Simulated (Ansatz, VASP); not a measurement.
# NaCaBr3 in VASP and in Ansatz

```xyz
5
Lattice="5.6413 0.0000 0.0000 0.0000 5.6413 0.0000 0.0000 0.0000 5.6413" Properties=species:S:1:pos:R:3 pbc="T T T"
Na    0.0000    0.0000    0.0000
Ca    2.8207    2.8207    2.8207
Br    2.8207    2.8207    0.0000
Br    2.8207    0.0000    2.8207
Br    0.0000    2.8207    2.8207
```

Alike in both runs: task single point; functional PBE; k mesh 4 × 4 × 4; no spin polarisation.

|  | VASP | Ansatz |
| --- | --- | --- |
| version | VASP 6.6.1 | Ansatz 0.2.0 |
| potentials or method | VASP PAW PBE potentials, release 64 (Na_pv, Ca_sv, Br) | plane waves, PAW |
| plane-wave cutoff (eV) | 520 | 420 |
| occupations | gaussian, width 0.01 eV | fixed |
| valence electrons in the cell | 38 | 40 |

|  | VASP | Ansatz | Ansatz less VASP |
| --- | --- | --- | --- |
| gap on the k mesh at the Fermi level (eV) | 3.07 | 3.07 | 0.000 |
| pressure (GPa) | 0.5 | 0.4 | -0.06 |

VASP's potentials hold 38 valence electrons a cell and Ansatz's 40, so a difference there can come from the potentials and not from the codes.
